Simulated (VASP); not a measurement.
# Ta2AsN (P-6m2) in VASP: notebook

The runs below take Ta2AsN through single point, relaxation of cell and atoms, with PBE.

All numbers are computed with VASP 6.6.1; they aren't measurements. Logs are shortened: lines on timing, memory, paths and dates and some standing lists are left out, and cuts for length are marked.

## (1) The cell of the first run

The structure is hexagonal, space group P-6m2 (No. 187). The conventional cell has a = 3.099 Å, b = 3.099 Å, c = 6.704 Å, α = 90.00°, β = 90.00°, γ = 120.00°. Ta (site symmetry 3m) has 3 N at 2.29 Å and 3 As at 2.63 Å and 1 Ta at 2.85 Å within 3.0 Å. Within 3.5 Å of As (site symmetry -6m2) lie 6 Ta at 2.63 Å and 6 As at 3.10 Å. Within 3.0 Å of N (site symmetry -6m2) lie 6 Ta at 2.29 Å.

## (2) Single point, PBE

Input file INCAR:

```
ALGO = Normal
EDIFF = 1E-6
ENCUT = 520
GGA = PE
ISIF = 2
ISMEAR = 0
LASPH = True
LCHARG = True
LELF = True
LREAL = False
LVHAR = True
LWAVE = False
NBANDS = 24
NELM = 100
PREC = Accurate
SIGMA = 0.1
```

Input file KPOINTS:

```
k-points
0
Gamma
  15 15 6
```

Input file POSCAR:

```
Ta2AsN
1.0
    3.0991788376      0.0000000000      0.0000000000
   -1.5495894188      2.6839676042      0.0000000000
    0.0000000000      0.0000000000      6.7042963020
Ta As N
2 1 1
Direct
    0.6666666667      0.3333333333      0.7128424518
    0.6666666667      0.3333333333      0.2871575482
    0.0000000000      0.0000000000      0.0000000000
    0.3333333333      0.6666666667      0.5000000000
```

Potentials or basis: VASP PAW PBE potentials, release 64 (Ta_pv, As, N).

Command:

```sh
cat potpaw_PBE.64/Ta_pv/POTCAR potpaw_PBE.64/As/POTCAR potpaw_PBE.64/N/POTCAR > POTCAR
mpirun -np 1 vasp_std > vasp.out
```

OUTCAR:

```text
EDIFF = 1E-6
   ENCUT = 520
   GGA = PE
   ISIF = 2
   ISMEAR = 0
   LASPH = True
   LREAL = False
   NELM = 100
   PREC = Accurate

 ion  position               nearest neighbor table
   1  0.667  0.333  0.713-   4 2.29   4 2.29   4 2.29   3 2.63   3 2.63   3 2.63   2 2.85
   2  0.667  0.333  0.287-   4 2.29   4 2.29   4 2.29   3 2.63   3 2.63   3 2.63   1 2.85
   3  0.000  0.000  0.000-   1 2.63   2 2.63   1 2.63   2 2.63   1 2.63   2 2.63
   4  0.333  0.667  0.500-   1 2.29   2 2.29   1 2.29   2 2.29   1 2.29   2 2.29

  LATTYP: Found a hexagonal cell.
 ALAT       =     3.0991788376
 C/A-ratio  =     2.1632492519

  Lattice vectors:

 A1 = (   3.0991788376,   0.0000000000,   0.0000000000)
 A2 = (  -1.5495894188,   2.6839676042,   0.0000000000)
 A3 = (   0.0000000000,   0.0000000000,   6.7042963020)

Analysis of symmetry for initial positions (statically):
=====================================================================
 Subroutine PRICEL returns:
 Original cell was already a primitive cell.

 Routine SETGRP: Setting up the symmetry group for a
 hexagonal supercell.

 Subroutine GETGRP returns: Found 12 space group operations
 (whereof 12 operations were pure point group operations)
 out of a pool of 24 trial point group operations.

The static configuration has the point symmetry D_3h.

Analysis of symmetry for dynamics (positions and initial velocities):
=====================================================================
 Subroutine PRICEL returns:
 Original cell was already a primitive cell.

 Routine SETGRP: Setting up the symmetry group for a
 hexagonal supercell.

 Subroutine GETGRP returns: Found 12 space group operations
 (whereof 12 operations were pure point group operations)
 out of a pool of 24 trial point group operations.

The dynamic configuration has the point symmetry D_3h.

 Subroutine INISYM returns: Found 12 space group operations
 (whereof 12 operations are pure point group operations),
 and found     1 'primitive' translations

----------------------------------------------------------------------------------------

                                     Primitive cell

  volume of cell :      55.7670

  direct lattice vectors                    reciprocal lattice vectors
     3.099178838  0.000000000  0.000000000     0.322666117  0.186291369  0.000000000
    -1.549589419  2.683967604  0.000000000     0.000000000  0.372582738  0.000000000
     0.000000000  0.000000000  6.704296302     0.000000000  0.000000000  0.149158085

  length of vectors
     3.099178838  3.099178838  6.704296302     0.372582738  0.372582738  0.149158085

  position of ions in fractional coordinates (direct lattice)
     0.666666667  0.333333333  0.712842452
     0.666666667  0.333333333  0.287157548
     0.000000000  0.000000000  0.000000000
     0.333333333  0.666666667  0.500000000

  ion indices of the primitive-cell ions
   primitive index   ion index
                 1           1
                 2           2
                 3           3
                 4           4

----------------------------------------------------------------------------------------

 KPOINTS: k-points

Automatic generation of k-mesh.
 Grid dimensions read from file:
 generate k-points for:   15   15    6

 Generating k-lattice:

  Cartesian coordinates                     Fractional coordinates (reciprocal lattice)
     0.021511074  0.012419425  0.000000000     0.066666667  0.000000000  0.000000000
     0.000000000  0.024838849  0.000000000     0.000000000  0.066666667  0.000000000
     0.000000000  0.000000000  0.024859681     0.000000000  0.000000000  0.166666667

  Length of vectors
     0.024838849  0.024838849  0.024859681

  Shift w.r.t. Gamma in fractional coordinates (k-lattice)
     0.000000000  0.000000000  0.000000000

 Subroutine IBZKPT returns following result:
 ===========================================

 Found    108 irreducible k-points:

 Following reciprocal coordinates:
            Coordinates               Weight
  0.000000  0.000000  0.000000      1.000000
  0.066667  0.000000  0.000000      6.000000
  0.133333  0.000000  0.000000      6.000000
  0.200000  0.000000  0.000000      6.000000
  0.266667  0.000000  0.000000      6.000000
  0.333333  0.000000  0.000000      6.000000
[... 16 lines left out ...]
  0.333333  0.200000  0.000000     12.000000
  0.400000  0.200000  0.000000      6.000000
 [... further k-points ...]
   k-points           NKPTS =    108   k-points in BZ     NKDIM =    108   number of bands    NBANDS=     24
   number of dos      NEDOS =    301   number of ions     NIONS =      4
   total plane-waves  NPLWV =  28800
   dimension x,y,z NGX =    24 NGY =   24 NGZ =   50
   dimension x,y,z NGXF=    48 NGYF=   48 NGZF=  100
   ions per type =               2   1   1
   NGX,Y,Z   is equivalent  to a cutoff of  12.87, 12.87, 12.40 a.u.
   NGXF,Y,Z  is equivalent  to a cutoff of  25.75, 25.75, 24.80 a.u.
 SYSTEM =  unknown system
   PREC   = accura    normal or accurate (medium, high low for compatibility)
   ISTART =      0    job   : 0-new  1-cont  2-samecut
   ICHARG =      2    charge: 1-file 2-atom 10-const
   ISPIN  =      1    spin polarized calculation?
   LNONCOLLINEAR =      F non collinear calculations
   LSORBIT =      F    spin-orbit coupling
   LASPH  =      T    aspherical Exc in radial PAW
   ENCUT  =  520.0 eV  38.22 Ry    6.18 a.u.   5.76  5.76 12.47*2*pi/ulx,y,z
   NELM   =    100;   NELMIN=  2; NELMDL= -5     # of ELM steps
   EDIFF  = 0.1E-05   stopping-criterion for ELM
   LREAL  =      F    real-space projection
   EDIFFG = 0.1E-04   stopping-criterion for IOM
   NSW    =      0    number of steps for IOM
   IBRION =     -1    ionic relax: 0-MD 1-quasi-New 2-CG
   NFREE  =      0    steps in history (QN), initial steepest desc. (CG)
   ISIF   =      2    stress and relaxation
   ISYM   =      2    0-nonsym 1-usesym 2-fastsym
   POTIM  = 0.5000    time-step for ionic-motion
   TEBEG  =    0.0;   TEEND  =   0.0 temperature during run
   PSTRESS=    0.0 pullay stress
   NELECT =      32.0000    total number of electrons
   NUPDOWN=      -1.0000    fix difference up-down
   EMIN   =  10.00;   EMAX   =-10.00  energy-range for DOS
   EFERMI =   0.00;   METHOD = LEGACY
   ISMEAR =     0;   SIGMA  =   0.10  broadening in eV -4-tet -1-fermi 0-gaus
   EFERMI_NEDOS =   21; number of points for ismear=-14 and -15
   IALGO  =     38    algorithm
   IMIX   =      4    mixing-type and parameters
     AMIX     =   0.40;   BMIX     =  1.00
     AMIX_MAG =   1.60;   BMIX_MAG =  1.00
  volume/ion in A,a.u.               =      13.94        94.08
  Fermi-wavevector in a.u.,A,eV,Ry     =   1.360397  2.570778 25.180044  1.850681
  Thomas-Fermi vector in A             =   2.487063
   LORBIT       =      0    0 simple, 1 ext, 2 COOP (PROOUT), +10 PAW based schemes
   GGA     = PE    functional components
   LHFCALC =     F    Hartree Fock is set to
   AEXX    =    0.0000 exact exchange contribution
   IVDW    =     0    specifies the selected vdW correction
   LEPSILON=     F    determine dielectric tensor
   LRPA    =     F    only Hartree local field effects (RPA)
 non-spin polarized calculation
 Gauss-broadening in eV      SIGMA  =   0.10
  energy-cutoff  :      520.00
  volume of cell :       55.77
 maximum number of plane-waves:      1518
 NGX is ok and might be reduce to    24
   NGX = 11   NGY = 11   NGZ = 25

 number of electron      32.0000000 magnetization

 Free energy of the ion-electron system (eV)
  ---------------------------------------------------
  ext. energy  EPLUGINS =         0.00000000
  ---------------------------------------------------
  free energy    TOTEN  =       -38.69673185 eV

  energy without entropy =      -38.69154929  energy(sigma->0) =      -38.69414057

 E-fermi :   7.6393     XC(G=0): -12.5542

 val. band max:        7.6389402402   @ k =   0.0667   0.0667   0.3333
 cond. band min:       7.6435732412   @ k =   0.0667   0.0000   0.0000
 fundamental gap:      0.0046330011
 Fermi energy:         7.6392506280

 k-point     1 :       0.0000    0.0000    0.0000
  band No.  band energies     occupation
      1     -27.7121      2.00000
      2     -27.2151      2.00000
      3     -27.0015      2.00000
      4     -27.0015      2.00000
      5     -26.9553      2.00000
      6     -26.9553      2.00000
[... 16 lines left out ...]
     23      10.4942      0.00000
     24      14.1993      0.00000

 k-point     2 :       0.0667    0.0000    0.0000
  band No.  band energies     occupation
      1     -27.7063      2.00000
      2     -27.2113      2.00000
      3     -27.0287      2.00000
      4     -27.0076      2.00000
      5     -26.9807      2.00000
      6     -26.9611      2.00000
[... 16 lines left out ...]
     23      10.5758      0.00000
     24      13.7443      0.00000

 k-point     3 :       0.1333    0.0000    0.0000
  band No.  band energies     occupation
      1     -27.6901      2.00000
      2     -27.2008      2.00000
      3     -27.1050      2.00000
      4     -27.0518      2.00000
      5     -27.0248      2.00000
      6     -26.9773      2.00000
[... 16 lines left out ...]
     23      11.1426      0.00000
     24      12.9864      0.00000

 k-point     4 :       0.2000    0.0000    0.0000
  band No.  band energies     occupation
      1     -27.6660      2.00000
      2     -27.2155      2.00000
      3     -27.1859      2.00000
      4     -27.1543      2.00000
      5     -27.0500      2.00000
      6     -27.0010      2.00000
[... 16 lines left out ...]
     23      11.6700      0.00000
     24      12.4940      0.00000

 k-point     5 :       0.2667    0.0000    0.0000
  band No.  band energies     occupation
      1     -27.6383      2.00000
      2     -27.3397      2.00000
      3     -27.2723      2.00000
      4     -27.1664      2.00000
      5     -27.0788      2.00000
      6     -27.0281      2.00000
[... 451 lines left out ...]
 k-point    22 :       0.2667    0.2000    0.0000
  band No.  band energies     occupation
      1     -27.5852      2.00000
      2     -27.4842      2.00000
      3     -27.4080      2.00000
      4     -27.2219      2.00000
      5     -27.1627      2.00000
      6     -27.1318      2.00000
[... 16 lines left out ...]
     23      12.4802      0.00000
     24      13.4765      0.00000

 k-point    23 :       0.3333    0.2000    0.0000
  band No.  band energies     occupation
      1     -27.5717      2.00000
      2     -27.5180      2.00000
      3     -27.4399      2.00000
      4     -27.2598      2.00000
      5     -27.1979      2.00000
      6     -27.1235      2.00000
[... 16 lines left out ...]
     23      12.8607      0.00000
     24      13.4128      0.00000

 k-point    24 :       0.4000    0.2000    0.0000
  band No.  band energies     occupation
      1     -27.5668      2.00000
      2     -27.5293      2.00000
      3     -27.4506      2.00000
      4     -27.2737      2.00000
      5     -27.2109      2.00000
      6     -27.1204      2.00000
[... 16 lines left out ...]
     23      13.0153      0.00000
     24      13.2090      0.00000

 [... further k-points ...]
[... 5 lines left out ...]
  --------------------------------------------------------------------------------------
  -------------------------------------------------------------------------------------
  Total        0.1620544      0.1620544      0.2328962     -0.0000000      0.0000000      0.0000000
  in kB        4.6557988      4.6557988      6.6910744     -0.0000000      0.0000000      0.0000000
  external PRESSURE =       5.3342240 kB  Pullay stress =       0.0000000 kB

 VOLUME and BASIS-vectors are now :
 -----------------------------------------------------------------------------
  energy-cutoff  :      520.00
  volume of cell :       55.77
      direct lattice vectors                 reciprocal lattice vectors
     3.099178838  0.000000000  0.000000000     0.322666117  0.186291369  0.000000000
    -1.549589419  2.683967604  0.000000000     0.000000000  0.372582738  0.000000000
     0.000000000  0.000000000  6.704296302     0.000000000  0.000000000  0.149158085

 POSITION                                       TOTAL-FORCE (eV/Angst)
 -----------------------------------------------------------------------------------
      1.54959      0.89466      4.77911         0.000000      0.000000     -0.016045
      1.54959      0.89466      1.92519         0.000000      0.000000      0.016045
      0.00000      0.00000      0.00000        -0.000000      0.000000      0.000000
     -0.00000      1.78931      3.35215        -0.000000      0.000000      0.000000
 -----------------------------------------------------------------------------------
    total drift:                                0.000000     -0.000000      0.000000

  FREE ENERGIE OF THE ION-ELECTRON SYSTEM (eV)
  ---------------------------------------------------
  free  energy   TOTEN  =       -38.6967318493 eV

  energy  without entropy=      -38.6915492871  energy(sigma->0) =      -38.69414057
```

Run time: 1.7 min. Hardware: 1 thread of Intel Xeon 6975P-C, shared host; peak memory 0.28 GiB.

What came out:

| Property | Result |
| --- | --- |
| Free energy | -38.6967 eV |
| Pressure | 0.5 GPa |
| Largest force | 0.016 eV/Å |
| Band gap on the k mesh | zero (band 16 reaches 8.19 eV, above the bottom of band 17 at 7.00 eV) |

Forces in eV/Å, atoms in the order of the input:
```
Ta   0.000  0.000 -0.016
Ta   0.000  0.000  0.016
As   0.000  0.000  0.000
N    0.000  0.000  0.000
```

Levels at points of the mesh, in eV from the Fermi level:
| k point | band 14 | band 15 | band 16 | band 17 | band 18 | band 19 |
| --- | --- | --- | --- | --- | --- | --- |
| (0.00, 0.00, 0.00) | -0.12 | -0.12 | 0.38 | 0.38 | 1.37 | 1.37 |
| (0.00, 0.00, 0.50) | -0.81 | -0.81 | 0.29 | 0.61 | 0.61 | 1.75 |

Caveat: spin-orbit coupling is left out, which moves the levels of the heavy elements.

## (3) Single point, PBE

Input file INCAR:

```
PREC = Accurate ; ENCUT = 520
EDIFF = 1E-6 ; ISMEAR = -1
SIGMA = 0.15 ; LREAL = False
LASPH = True ; NELM = 100
ALGO = Normal ; ISIF = 2
LWAVE = False ; LCHARG = False
GGA = PE ; NBANDS = 24
```

Input file KPOINTS:

```
Automatic mesh
0
Gamma
  15 15 6
```

Input file POSCAR:

```
Ta2AsN
1.0
    3.0993502865      0.0000000000      0.0000000000
   -1.5496751433      2.6841160834      0.0000000000
    0.0000000000      0.0000000000      6.7075964165
Ta As N
2 1 1
Direct
    0.6666666667      0.3333333333      0.7124404395
    0.6666666667      0.3333333333      0.2875595605
    0.0000000000      0.0000000000      0.0000000000
    0.3333333333      0.6666666667      0.5000000000
```

Potentials or basis: VASP PAW PBE potentials, release 64 (Ta_pv, As, N).

Command:

```sh
cat potpaw_PBE.64/Ta_pv/POTCAR potpaw_PBE.64/As/POTCAR potpaw_PBE.64/N/POTCAR > POTCAR
mpirun -np 1 vasp_std > vasp.out
```

Wall time 1.7 min (1 thread of Intel Xeon 6975P-C, shared host); peak memory 0.28 GiB.

Results (log left out):

* Free energy: -38.7374 eV
* Pressure: 0.5 GPa
* Largest force: 0.016 eV/Å
* Band gap on the k mesh: zero (band 16 reaches 8.19 eV, above the bottom of band 17 at 6.99 eV)

Forces in eV/Å, atoms in the order of the input:
```
Ta   0.000  0.000 -0.016
Ta   0.000  0.000  0.016
As   0.000  0.000  0.000
N    0.000  0.000  0.000
```

Stress tensor (GPa, compression positive):
```
0.46 0.00 0.00
0.00 0.46 0.00
0.00 0.00 0.67
```

Levels at points of the mesh, in eV from the Fermi level:
```tsv
k point	band 14	band 15	band 16	band 17	band 18	band 19
(0.00, 0.00, 0.00)	-0.13	-0.13	0.37	0.37	1.37	1.37
(0.00, 0.00, 0.50)	-0.81	-0.81	0.30	0.60	0.60	1.75
```

Caveat: spin-orbit coupling is left out, which moves the levels of the heavy elements.

[end of part 1 of 2]
